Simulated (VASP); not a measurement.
Here is a VASP 6.6.1 calculation.

The input POSCAR:

```
KTaO3
1.0
    3.9498761250      0.0000000000      0.0000000000
    0.0000000000      3.9498761250      0.0000000000
    0.0000000000      0.0000000000      3.9498761250
K Ta O
1 1 3
Direct
    0.5000000000      0.5000000000      0.5000000000
    0.0000000000      0.0000000000      0.0000000000
    0.5000000000      0.0000000000      0.0000000000
    0.0000000000      0.5000000000      0.0000000000
    0.0000000000      0.0000000000      0.5000000000
```

File INCAR.step1:

```
  PREC = Accurate
  ENCUT = 770
  ISMEAR = 0
  SIGMA = 0.02
  LREAL = F
  LASPH = T
  NELM = 120
  NBANDS = 28
  GGA = PE
  ALGO = Normal
  EDIFF = 1E-5
  LWAVE = T
  LCHARG = F
  GGA_COMPAT = F
```

INCAR.step2

```
  PREC = Accurate
  ENCUT = 770
  EDIFF = 1E-6
  ISMEAR = 0
  SIGMA = 0.02
  LREAL = F
  LASPH = T
  NELM = 120
  ALGO = Normal
  ISIF = 2
  LWAVE = F
  LCHARG = F
  METAGGA = R2SCAN
  LMIXTAU = T
  NBANDS = 28
  ISTART = 1
  GGA_COMPAT = F
```

File KPOINTS:

```
Automatic mesh
0
Gamma
  6 6 6
```

Potentials or basis: VASP PAW PBE potentials, release 64 (K_sv, Ta_sv_GW, O).

Run with:

```bash
$ cat potpaw_PBE.64/K_sv/POTCAR potpaw_PBE.64/Ta_sv_GW/POTCAR potpaw_PBE.64/O/POTCAR > POTCAR
$ cp INCAR.step1 INCAR
$ mpirun -np 1 vasp_std > vasp.out
$ cp INCAR.step2 INCAR
$ mpirun -np 1 vasp_std > vasp.out
```

Task: What does it give for the pressure?

Result: 7.1 GPa.

Task: Predict the band gap on the k mesh.

Result: 2.69 eV (least direct gap 3.33 eV).

Caveat: the cell stands under pressure; the PAW data sets were made with another functional, which shifts forces and pressure a little; spin-orbit coupling is left out, which moves the levels of the heavy elements. A k mesh can miss the band edges.
